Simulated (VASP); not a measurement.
Here is a VASP 6.6.1 calculation.

INCAR

```
SYSTEM = OsAu
PREC = Accurate ; ENCUT = 520
EDIFF = 1E-7 ; ISMEAR = 0
SIGMA = 0.1 ; LREAL = .FALSE.
LASPH = .TRUE. ; NELM = 60
ALGO = Normal ; ISIF = 2
LWAVE = .FALSE. ; LCHARG = .FALSE.
GGA = PE ; NBANDS = 27
```

The input KPOINTS:

```
regular mesh
0
G
  6 6 4
  0 0 0
```

Contents of POSCAR:

```
OsAu
1.0
    3.4306324000      0.0000000000      0.0000000000
    0.0000000000      3.4306324000      0.0000000000
    0.0000000000      0.0000000000      4.8186956700
Os Au
2 2
Direct
    0.0000000000      0.0000000000      0.0000000000
    0.5000000000      0.5000000000      0.0000000000
    0.0000000000      0.5000000000      0.2913000000
    0.5000000000      0.0000000000      0.7087000000
```

Potentials or basis: VASP PAW PBE potentials, release 64 (Os, Au).

The run is started by

```sh
$ cat potpaw_PBE.64/Os/POTCAR potpaw_PBE.64/Au/POTCAR > POTCAR
$ mpirun -np 1 vasp_std > vasp.out
```

**Question.** Predict the pressure.

**Answer.** 190.6 GPa.

**Question.** Predict the largest force.

**Answer.** 25.387 eV/Å.

Forces in eV/Å, atoms in the order of the input:
```
Os    0.000   0.000   0.000
Os    0.000   0.000   0.000
Au    0.000   0.000  25.387
Au    0.000   0.000 -25.387
```

Caveat: the stress differs along the axes, from 185 to 202 GPa; forces of over 1 eV/Å act on the atoms, so gaps and moduli don't describe the material at rest.
